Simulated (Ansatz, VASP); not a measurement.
## Two plane-wave programs on In3GaN2

The input INCAR:

```
ALGO     = Normal         # electronic algorithm
EDIFF    = 1E-6           # SCF threshold, eV
EDIFFG   = -0.04          # ionic threshold
ENCUT    = 600            # plane-wave cutoff, eV
GGA      = PE             # functional
IBRION   = 2              # ionic algorithm
ISIF     = 3              # what is computed and relaxed
ISMEAR   = 0              # smearing method
LASPH    = True           # aspherical terms in the spheres
LCHARG   = False          # write CHGCAR
LREAL    = False          # projectors in reciprocal space
LWAVE    = False          # write WAVECAR
NELM     = 60             # most SCF steps
NSW      = 90             # ionic steps
PREC     = Accurate       # precision mode
SIGMA    = 0.1            # smearing width, eV
```

File KPOINTS:

```
k-points
0
Gamma
  4 4 4
```

POSCAR

```
In3GaN2
1.0
    4.6748468600      0.0000000000      0.0000000000
    0.0000000000      4.6748468600      0.0000000000
    0.0000000000      0.0000000000      6.1031761600
In Ga N
3 1 2
Direct
    0.0000000000      0.5000000000      0.5000000000
    0.5000000000      0.0000000000      0.5000000000
    0.5000000000      0.5000000000      0.5000000000
    0.5000000000      0.5000000000      0.0000000000
    0.5000000000      0.5000000000      0.7625267700
    0.5000000000      0.5000000000      0.2374732300
```

Input for Ansatz:

```yaml
crystal:
  lattice:
    - [4.67484686, 0.0, 0.0]
    - [0.0, 4.67484686, 0.0]
    - [0.0, 0.0, 6.10317616]
  atoms:
    - { symbol: In, position: [0.0, 0.5, 0.5] }
    - { symbol: In, position: [0.5, 0.0, 0.5] }
    - { symbol: In, position: [0.5, 0.5, 0.5] }
    - { symbol: Ga, position: [0.5, 0.5, 0.0] }
    - { symbol: "N", position: [0.5, 0.5, 0.76252677] }
    - { symbol: "N", position: [0.5, 0.5, 0.23747323] }
basis:
  ecutwfc: 420
kpoints:
  mp_grid: { grid: [4, 4, 4] }
hamiltonian:
  xc: pbe
scf:
  occupations: { method: gaussian, width: 0.1 }
  lower_state_search: "off"
output:
  forces: true
  stress: true
  eigenvalues: true
relax:
  adjacent_minimum: "off"
  f_tol: 0.04
  max_steps: 70
  cell: { stress_tol: 0.4 }
```

Alike in both runs: task relaxation of cell and atoms; functional PBE; k mesh 4 × 4 × 4; occupations gaussian, width 0.1 eV; no spin polarisation.

```csv
,VASP,Ansatz
version,VASP 6.6.1,Ansatz 0.2.0
potentials or method,"VASP PAW PBE potentials, release 64 (In_d, Ga_d, N), cutoff 600 eV","scalar-relativistic, plane waves, PAW"
valence electrons in the cell,62,62
```

|  | VASP | Ansatz | Ansatz less VASP |
| --- | --- | --- | --- |
| gap on the k mesh at the Fermi level, each at its own relaxed structure (eV) | none | none | - |
| relaxed volume (Å³/atom) | 42.24 | 44.01 | +1.771 |
| relaxed cell length with the largest relative difference (Å) | 5.795 | 5.900 | +0.1058 |

A gap of «none» marks a metal or a gap that the smearing closes.

Noted on VASP's run: the volume moved by over 15 % at a fixed basis, so the end points are rough.
